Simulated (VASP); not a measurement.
# LiH (P6_3/mmc) in VASP: notebook

The runs below take LiH through single point, relaxation of cell and atoms, with r2SCANh, HSE06.

Everything below comes from runs of VASP 6.6.1. Logs are shortened: lines on timing, memory, paths and dates and some standing lists are left out, and cuts for length are marked.

## Step 1: The cell of the first run

The structure is hexagonal, space group P6_3/mmc (No. 194). Conventional cell: a = 3.255 Å, b = 3.255 Å, c = 4.069 Å, α = 90.00°, β = 90.00°, γ = 120.00°. Li (site symmetry -6m2) has 5 H at 1.88 to 2.03 Å within 2.5 Å. H (site symmetry -6m2) has 5 Li at 1.88 to 2.03 Å within 2.5 Å.

## Step 2: Single point, r2SCANh

POSCAR reads:

```
LiH
1.0
    3.2548234129      0.0000000001      0.0000000000
   -1.6274117065      2.8187597604      0.0000000000
    0.0000000000      0.0000000000      4.0690682529
Li H
2 2
Direct
    0.3333333333      0.6666666667      0.2500000000
    0.6666666667      0.3333333333      0.7500000000
    0.6666666667      0.3333333333      0.2500000000
    0.3333333333      0.6666666667      0.7500000000
```

INCAR.step1 reads:

```
PREC = Accurate ; ENCUT = 520
EDIFF = 1E-5 ; ISMEAR = 0
SIGMA = 0.01 ; LREAL = False
LASPH = True ; NELM = 80
ALGO = Normal ; ISIF = 2
LWAVE = True ; LCHARG = False
GGA = PE ; NBANDS = 12
```

INCAR.step2 reads:

```
PREC = Accurate ; ENCUT = 520
EDIFF = 1E-6 ; ISMEAR = 0
SIGMA = 0.01 ; LREAL = False
LASPH = True ; NELM = 80
ALGO = Normal ; ISIF = 2
LWAVE = False ; LCHARG = False
METAGGA = R2SCAN ; LHFCALC = True
AEXX = 0.1 ; LMIXTAU = True
PRECFOCK = Normal ; ISTART = 1
NBANDS = 12
```

KPOINTS reads:

```
Automatic mesh
0
Gamma
  6 6 4
```

Potentials or basis: VASP PAW PBE potentials, release 64 (Li_sv, H).

The run is started by

```console
cat potpaw_PBE.64/Li_sv/POTCAR potpaw_PBE.64/H/POTCAR > POTCAR
cp INCAR.step1 INCAR
mpirun -np 1 vasp_std > vasp.out
cp INCAR.step2 INCAR
mpirun -np 1 vasp_std > vasp.out
```

OUTCAR:

```text
PREC = Accurate
   ENCUT = 520
   EDIFF = 1E-6
   ISMEAR = 0
   LREAL = False
   LASPH = True
   NELM = 80
   ISIF = 2
   METAGGA = R2SCAN
   LHFCALC = True
   AEXX = 0.1
   PRECFOCK = Normal
   ISTART = 1

 ion  position               nearest neighbor table
   1  0.333  0.667  0.250-
   2  0.667  0.333  0.750-
   3  0.667  0.333  0.250-
   4  0.333  0.667  0.750-

  LATTYP: Found a hexagonal cell.
 ALAT       =     3.2548234129
 C/A-ratio  =     1.2501655963

  Lattice vectors:

 A1 = (   3.2548234129,   0.0000000001,   0.0000000000)
 A2 = (  -1.6274117065,   2.8187597604,   0.0000000000)
 A3 = (   0.0000000000,   0.0000000000,   4.0690682529)

Analysis of symmetry for initial positions (statically):
=====================================================================
 Subroutine PRICEL returns:
 Original cell was already a primitive cell.

 Routine SETGRP: Setting up the symmetry group for a
 hexagonal supercell.

 Subroutine GETGRP returns: Found 24 space group operations
 (whereof 12 operations were pure point group operations)
 out of a pool of 24 trial point group operations.

The static configuration has the point symmetry D_3d.
 The point group associated with its full space group is D_6h.

Analysis of symmetry for dynamics (positions and initial velocities):
=====================================================================
 Subroutine PRICEL returns:
 Original cell was already a primitive cell.

 Routine SETGRP: Setting up the symmetry group for a
 hexagonal supercell.

 Subroutine GETGRP returns: Found 24 space group operations
 (whereof 12 operations were pure point group operations)
 out of a pool of 24 trial point group operations.

The dynamic configuration has the point symmetry D_3d.
 The point group associated with its full space group is D_6h.

 Subroutine INISYM returns: Found 24 space group operations
 (whereof 12 operations are pure point group operations),
 and found     1 'primitive' translations

----------------------------------------------------------------------------------------

                                     Primitive cell

  volume of cell :      37.3319

  direct lattice vectors                    reciprocal lattice vectors
     3.254823413  0.000000000  0.000000000     0.307236330  0.177382978  0.000000000
    -1.627411706  2.818759760  0.000000000    -0.000000000  0.354765956  0.000000000
     0.000000000  0.000000000  4.069068253     0.000000000  0.000000000  0.245756507

  length of vectors
     3.254823413  3.254823413  4.069068253     0.354765956  0.354765956  0.245756507

  position of ions in fractional coordinates (direct lattice)
     0.333333333  0.666666667  0.250000000
     0.666666667  0.333333333  0.750000000
     0.666666667  0.333333333  0.250000000
     0.333333333  0.666666667  0.750000000

  ion indices of the primitive-cell ions
   primitive index   ion index
                 1           1
                 2           2
                 3           3
                 4           4

----------------------------------------------------------------------------------------

 KPOINTS: Automatic mesh

Automatic generation of k-mesh.
 Grid dimensions read from file:
 generate k-points for:    6    6    4

 Generating k-lattice:

  Cartesian coordinates                     Fractional coordinates (reciprocal lattice)
     0.051206055  0.029563830  0.000000000     0.166666667 -0.000000000  0.000000000
    -0.000000000  0.059127659  0.000000000     0.000000000  0.166666667  0.000000000
     0.000000000  0.000000000  0.061439127     0.000000000  0.000000000  0.250000000

  Length of vectors
     0.059127659  0.059127659  0.061439127

  Shift w.r.t. Gamma in fractional coordinates (k-lattice)
     0.000000000  0.000000000  0.000000000

 Subroutine IBZKPT returns following result:
 ===========================================

 Found     21 irreducible k-points:

 Following reciprocal coordinates:
            Coordinates               Weight
  0.000000  0.000000  0.000000      1.000000
  0.166667  0.000000  0.000000      6.000000
  0.333333  0.000000  0.000000      6.000000
  0.500000  0.000000  0.000000      3.000000
  0.166667  0.166667  0.000000      6.000000
  0.333333  0.166667  0.000000     12.000000
[... 13 lines left out ...]
  0.333333  0.166667  0.500000     12.000000
  0.333333  0.333333  0.500000      2.000000
   k-points           NKPTS =     21   k-points in BZ     NKDIM =    144   number of bands    NBANDS=     12
   number of dos      NEDOS =    301   number of ions     NIONS =      4
   total plane-waves  NPLWV =  17280
   dimension x,y,z NGX =    24 NGY =   24 NGZ =   30
   dimension x,y,z NGXF=    48 NGYF=   48 NGZF=   60
   ions per type =               2   2
   NGX,Y,Z   is equivalent  to a cutoff of  12.26, 12.26, 12.26 a.u.
   NGXF,Y,Z  is equivalent  to a cutoff of  24.52, 24.52, 24.51 a.u.
 SYSTEM =  unknown system
   PREC   = accura    normal or accurate (medium, high low for compatibility)
   ISTART =      1    job   : 0-new  1-cont  2-samecut
   ICHARG =      0    charge: 1-file 2-atom 10-const
   ISPIN  =      1    spin polarized calculation?
   LNONCOLLINEAR =      F non collinear calculations
   LSORBIT =      F    spin-orbit coupling
   LASPH  =      T    aspherical Exc in radial PAW
   ENCUT  =  520.0 eV  38.22 Ry    6.18 a.u.   6.05  6.05  7.57*2*pi/ulx,y,z
   NELM   =     80;   NELMIN=  2; NELMDL=  0     # of ELM steps
   EDIFF  = 0.1E-05   stopping-criterion for ELM
   LREAL  =      F    real-space projection
   EDIFFG = 0.1E-04   stopping-criterion for IOM
   NSW    =      0    number of steps for IOM
   IBRION =     -1    ionic relax: 0-MD 1-quasi-New 2-CG
   NFREE  =      0    steps in history (QN), initial steepest desc. (CG)
   ISIF   =      2    stress and relaxation
   ISYM   =      3    0-nonsym 1-usesym 2-fastsym
   POTIM  = 0.5000    time-step for ionic-motion
   TEBEG  =    0.0;   TEEND  =   0.0 temperature during run
   PSTRESS=    0.0 pullay stress
   NELECT =       8.0000    total number of electrons
   NUPDOWN=      -1.0000    fix difference up-down
   EMIN   =  10.00;   EMAX   =-10.00  energy-range for DOS
   EFERMI =   0.00;   METHOD = LEGACY
   ISMEAR =     0;   SIGMA  =   0.01  broadening in eV -4-tet -1-fermi 0-gaus
   EFERMI_NEDOS =   21; number of points for ismear=-14 and -15
   IALGO  =     38    algorithm
   IMIX   =      1    mixing-type and parameters
     AMIX     =   0.40;   BMIX     =  1.00
     AMIX_MAG =   1.60;   BMIX_MAG =  1.00
  volume/ion in A,a.u.               =       9.33        62.98
  Fermi-wavevector in a.u.,A,eV,Ry     =   0.979666  1.851300 13.058128  0.959745
  Thomas-Fermi vector in A             =   2.110537
   LORBIT       =      0    0 simple, 1 ext, 2 COOP (PROOUT), +10 PAW based schemes
   METAGGA = R2SCAN    functional components
   LHFCALC =     T    Hartree Fock is set to
   PRECFOCK=normal    Normal, Fast or Accurate (Low or Medium for compatibility)
   ENCUT4O =  -1.0   cutoff for four orbital integrals eV
   NKREDX  =     1    reduce k-point grid by
   NKREDY  =     1    reduce k-point grid by
   NKREDZ  =     1    reduce k-point grid by
   AEXX    =    0.1000 exact exchange contribution
   HFSCREEN=    0.0000 screening length (either q_TF or 0.3 A-1)
   HFSCREENC=   0.0000 screening length for correlation (either q_TF or 0.3 A-1)
   ENCUTFOCK=  -1.0 apply spherical cutoff to Coloumb kernel
   IVDW    =     0    specifies the selected vdW correction
   LEPSILON=     F    determine dielectric tensor
   LRPA    =     F    only Hartree local field effects (RPA)
 non-spin polarized calculation
 Gauss-broadening in eV      SIGMA  =   0.01
  energy-cutoff  :      520.00
  volume of cell :       37.33
 maximum number of plane-waves:      1038
  NGX = 20; NGY = 20; NGZ = 24

 number of electron       8.0000006 magnetization

 Free energy of the ion-electron system (eV)
  ---------------------------------------------------
  ext. energy  EPLUGINS =         0.00000000
  ---------------------------------------------------
  free energy    TOTEN  =       -14.15986345 eV

  energy without entropy =      -14.15986345  energy(sigma->0) =      -14.15986345

 E-fermi :  -0.7448     XC(G=0):  -7.4713

 val. band max:       -0.7995693284   @ k =   0.0000   0.0000   0.0000
 cond. band min:       2.0880935834   @ k =   0.3333   0.3333   0.0000
 fundamental gap:      2.8876629118
 Fermi energy:        -0.7448472141

 k-point     1 :       0.0000    0.0000    0.0000
  band No.  band energies     occupation
      1     -47.9239      2.00000
      2     -47.8669      2.00000
      3      -6.3122      2.00000
      4      -0.7996      2.00000
      5       3.4333      0.00000
      6      11.5826      0.00000
      7      11.5830      0.00000
      8      12.2063      0.00000
      9      14.2860      0.00000
     10      14.2861      0.00000
     11      16.2984      0.00000
     12      19.2746      0.00000

 k-point     2 :       0.1667    0.0000    0.0000
  band No.  band energies     occupation
      1     -47.9187      2.00000
      2     -47.8683      2.00000
      3      -5.9607      2.00000
      4      -0.9938      2.00000
      5       3.9646      0.00000
      6       8.5023      0.00000
      7       9.9521      0.00000
      8      11.8853      0.00000
      9      15.6053      0.00000
     10      16.3553      0.00000
     11      16.5328      0.00000
     12      16.5999      0.00000

 k-point     3 :       0.3333    0.0000    0.0000
  band No.  band energies     occupation
      1     -47.9060      2.00000
      2     -47.8731      2.00000
      3      -4.9407      2.00000
      4      -1.7592      2.00000
      5       5.5222      0.00000
      6       5.6679      0.00000
      7       8.4354      0.00000
      8      10.8999      0.00000
      9      12.1199      0.00000
     10      15.7301      0.00000
     11      16.0954      0.00000
     12      16.9975      0.00000

 k-point     4 :       0.5000    0.0000    0.0000
  band No.  band energies     occupation
      1     -47.8969      2.00000
      2     -47.8782      2.00000
      3      -3.7551      2.00000
      4      -2.8881      2.00000
      5       4.7735      0.00000
      6       7.3721      0.00000
      7       7.9123      0.00000
      8       9.3021      0.00000
      9      10.1689      0.00000
     10      15.6207      0.00000
     11      16.4635      0.00000
     12      17.0649      0.00000

 k-point     5 :       0.1667    0.1667    0.0000
  band No.  band energies     occupation
      1     -47.9095      2.00000
      2     -47.8715      2.00000
      3      -5.2708      2.00000
      4      -1.4165      2.00000
      5       5.0132      0.00000
      6       5.6122      0.00000
      7       9.3621      0.00000
      8      12.4472      0.00000
      9      13.4213      0.00000
     10      13.7219      0.00000
     11      16.3292      0.00000
     12      16.6594      0.00000
[... 183 lines left out ...]
      1     -47.8870      2.00000
      2     -47.8870      2.00000
      3      -3.3474      2.00000
      4      -3.3474      2.00000
      5       4.6948      0.00000
      6       4.6948      0.00000
      7      10.2232      0.00000
      8      10.2232      0.00000
      9      12.2390      0.00000
     10      12.2390      0.00000
     11      17.2728      0.00000
     12      17.2728      0.00000

 k-point    19 :       0.1667    0.1667    0.5000
  band No.  band energies     occupation
      1     -47.8900      2.00000
      2     -47.8900      2.00000
      3      -3.9532      2.00000
      4      -3.9532      2.00000
      5       6.8095      0.00000
      6       6.8095      0.00000
      7       9.7525      0.00000
      8       9.7525      0.00000
      9      13.9880      0.00000
     10      13.9880      0.00000
     11      16.4431      0.00000
     12      16.4431      0.00000

 k-point    20 :       0.3333    0.1667    0.5000
  band No.  band energies     occupation
      1     -47.8871      2.00000
      2     -47.8871      2.00000
      3      -3.3410      2.00000
      4      -3.3410      2.00000
      5       4.9193      0.00000
      6       4.9193      0.00000
      7       8.6394      0.00000
      8       8.6394      0.00000
      9      14.6793      0.00000
     10      14.6793      0.00000
     11      17.6192      0.00000
     12      17.6192      0.00000

 k-point    21 :       0.3333    0.3333    0.5000
  band No.  band energies     occupation
      1     -47.8862      2.00000
      2     -47.8862      2.00000
      3      -3.0783      2.00000
      4      -3.0783      2.00000
      5       4.4451      0.00000
      6       4.4451      0.00000
      7       7.7090      0.00000
      8       7.7090      0.00000
      9      16.2940      0.00000
     10      16.2940      0.00000
     11      19.3661      0.00000
     12      19.3661      0.00000

------------------------ aborting loop because EDIFF is reached ----------------------------------------

  FORCE on cell =-STRESS in cart. coord.  units (eV):
  Direction    XX          YY          ZZ          XY          YZ          ZX
  --------------------------------------------------------------------------------------
  -------------------------------------------------------------------------------------
  Total       -0.0485895     -0.0485895     -0.0995203     -0.0000000     -0.0000000      0.0000000
  in kB       -2.0853198     -2.0853198     -4.2711189     -0.0000000     -0.0000000      0.0000000
  external PRESSURE =      -2.8139195 kB  Pullay stress =       0.0000000 kB

 VOLUME and BASIS-vectors are now :
 -----------------------------------------------------------------------------
  energy-cutoff  :      520.00
  volume of cell :       37.33
      direct lattice vectors                 reciprocal lattice vectors
     3.254823413  0.000000000  0.000000000     0.307236330  0.177382978  0.000000000
    -1.627411706  2.818759760  0.000000000    -0.000000000  0.354765956  0.000000000
     0.000000000  0.000000000  4.069068253     0.000000000  0.000000000  0.245756507

 POSITION                                       TOTAL-FORCE (eV/Angst)
 -----------------------------------------------------------------------------------
     -0.00000      1.87917      1.01727         0.000000      0.000000     -0.000000
      1.62741      0.93959      3.05180        -0.000000     -0.000000      0.000000
      1.62741      0.93959      1.01727         0.000000      0.000000      0.000000
     -0.00000      1.87917      3.05180         0.000000     -0.000000     -0.000000
 -----------------------------------------------------------------------------------
    total drift:                               -0.000000      0.000000     -0.000000

  FREE ENERGIE OF THE ION-ELECTRON SYSTEM (eV)
  ---------------------------------------------------
  free  energy   TOTEN  =       -14.1598634513 eV

  energy  without entropy=      -14.1598634513  energy(sigma->0) =      -14.15986345
```

It took 16 min on 1 thread of AMD EPYC 7R43 (Zen 3), shared host; peak memory 0.13 GiB.

Results:

| Quantity | Value |
| --- | --- |
| Free energy | -14.1599 eV |
| Band gap on the k mesh | 2.89 eV (least direct gap 4.23 eV) |

Caveat: the cutoff is under 1.25 times the usual one of these potentials, so pressure, stress and relaxed cells hold a basis-set (Pulay) error; the PAW data sets were made with another functional, which shifts forces and pressure a little. A k mesh can miss the band edges.

(Continued in part 2 of 2.)
